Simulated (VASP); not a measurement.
Crystal: As.

```
CELL_PARAMETERS angstrom
3.11698 0.00000 0.00000
-1.55849 2.69938 0.00000
0.00000 0.00000 10.05288
ATOMIC_POSITIONS crystal
As 0.00000 0.00000 0.00000
As 0.00000 0.00000 0.50000
As 0.33333 0.66667 0.75000
As 0.66667 0.33333 0.25000
```

| Property | Result |
| --- | --- |
| Program | VASP 6.6.1 |
| Task | relaxation of cell and atoms |
| Functional | PBEsol |
| Potentials or basis | VASP PAW PBE potentials, release 64 (As) |
| Cutoff | 600 eV |
| k mesh | 6 × 6 × 2 |
| Occupations | gaussian, width 0.1 eV |
| Spin | no spin polarisation |

At the start: pressure -9.6 GPa; volume 21.15 Å³/atom.

How do energy, volume and symmetry change on relaxing?

Over 6 steps the energy falls by 108.5 meV/atom and the volume is 18.45 Å³/atom (-12.7 %); space group P6_3/mmc (No. 194, to 0.05 Å).

Step by step:
| step | energy change (eV) | largest force (eV/Å) | pressure (GPa) | volume (Å³) |
| --- | --- | --- | --- | --- |
| 1 | 0.0000 | 0.0000 | -9.56 | 84.58 |
| 2 | -0.3714 | 0.0000 | 5.41 | 70.02 |
| 3 | -0.4199 | 0.0000 | 0.63 | 73.24 |
| 4 | -0.4329 | 0.0000 | 0.33 | 73.45 |
| 5 | -0.4339 | 0.0000 | 0.37 | 73.41 |
| 6 | -0.4341 | 0.0000 | -0.16 | 73.81 |

Final structure:
```cif
data_structure
_symmetry_space_group_name_H-M 'P 1'
_symmetry_Int_Tables_number 1
_cell_length_a 2.9305
_cell_length_b 2.9305
_cell_length_c 9.9250
_cell_angle_alpha 90.000
_cell_angle_beta 90.000
_cell_angle_gamma 120.000
_cell_volume 73.81
loop_
_atom_site_label
_atom_site_type_symbol
_atom_site_fract_x
_atom_site_fract_y
_atom_site_fract_z
_atom_site_occupancy
As1 As 0.00000 0.00000 0.00000 1
As2 As 0.00000 0.00000 0.50000 1
As3 As 0.33333 0.66667 0.75000 1
As4 As 0.66667 0.33333 0.25000 1
```

Caveat: the k points lie up to 0.41 Å⁻¹ apart in the final cell; the PAW data sets were made with another functional, which shifts forces and pressure a little.
